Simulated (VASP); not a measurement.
A run of VASP 6.6.1 is set up as follows.

File INCAR:

```
SYSTEM = Re
ALGO = Normal
EDIFF = 1E-6
ENCUT = 520
GGA = PE
ISIF = 2
ISMEAR = 0
LASPH = .True.
LCHARG = .False.
LREAL = .False.
LWAVE = .False.
NBANDS = 10
NELM = 80
PREC = Accurate
SIGMA = 0.15
```

File KPOINTS:

```
k-points
0
Gamma
  10 10 10
  0 0 0
```

POSCAR

```
Re
1.0
    0.0000000000      1.9577236186      2.1730732166
    1.8500488196      0.0000000000      2.1730732166
    1.8500488196      1.9577236186      0.0000000000
Re
1
Direct
    0.0000000000      0.0000000000      0.0000000000
```

Potentials or basis: VASP PAW PBE potentials, release 64 (Re).

Command:

```sh
$ cat potpaw_PBE.64/Re/POTCAR > POTCAR
$ mpirun -np 1 vasp_std > vasp.out
```

Task: Predict the pressure.

Result: -13.9 GPa.

Stress tensor (GPa, compression positive):
```
 -1.09   0.00   0.00
  0.00  -6.44   0.00
  0.00   0.00 -34.17
```

Caveat: the cell differs from its parent crystal (normal strain along x -0.0550, normal strain along z +0.1100).
